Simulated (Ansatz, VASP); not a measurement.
**One calculation of ZnAu, two programs**

Contents of INCAR:

```
SYSTEM = ZnAu
ALGO = Normal ; EDIFF = 1E-8
ENCUT = 520 ; GGA = PE
ISIF = 2 ; ISMEAR = -1
LASPH = .TRUE. ; LCHARG = .FALSE.
LEFG = .TRUE. ; LREAL = .FALSE.
LWAVE = .FALSE. ; NBANDS = 18
NELM = 60 ; PREC = Accurate
SIGMA = 0.05
```

KPOINTS

```
k-points
0
G
  13 13 13
  0 0 0
```

Contents of POSCAR:

```
ZnAu
1.0
    3.1152099477      0.0000000000      0.0000000000
    0.0000000000      3.1152099477      0.0000000000
    0.0000000000      0.0000000000      3.1152099477
Zn Au
1 1
Direct
    0.5000000000      0.5000000000      0.5000000000
    0.0000000000      0.0000000000      0.0000000000
```

Input for Ansatz:

```yaml
crystal:
  lattice:
    - [3.1152099477, 0.0, 0.0]
    - [0.0, 3.1152099477, 0.0]
    - [0.0, 0.0, 3.1152099477]
  atoms:
    - { symbol: Zn, position: [0.5, 0.5, 0.5] }
    - { symbol: Au, position: [0.0, 0.0, 0.0] }
kpoints:
  mp_grid: { grid: [13, 13, 13] }
scf:
  occupations: { method: fermi_dirac, width: 0.05 }
hamiltonian:
  xc: pbe
  pseudopotentials: { kind: paw }
output:
  forces: true
  stress: true
  eigenvalues: true
  efg: { contact_densities: true }
```

Change from the starting cell: volume scaled by 0.97, PAW files.

Alike in both runs: task electric field gradients; functional PBE; k mesh 13 × 13 × 13; occupations fermi-dirac, width 0.05 eV; no spin polarisation.

|  | VASP | Ansatz |
| --- | --- | --- |
| version | VASP 6.6.1 | Ansatz 0.2.0 |
| potentials or method | VASP PAW PBE potentials, release 64 (Zn, Au) | PAW with Ansatz's default frozen-core files, scalar-relativistic |
| plane-wave cutoff (eV) | 520 | 420 |
| valence electrons in the cell | 23 | 31 |

|  | VASP | Ansatz | Ansatz less VASP |
| --- | --- | --- | --- |
| pressure (GPa) | 9.7 | 9.6 | -0.15 |

With one functional, cell and mesh, what is left measures potentials, basis and numerics. VASP's potentials hold 23 valence electrons a cell and Ansatz's 31, so a difference there can come from the potentials and not from the codes.

Neither program's run includes spin-orbit coupling.
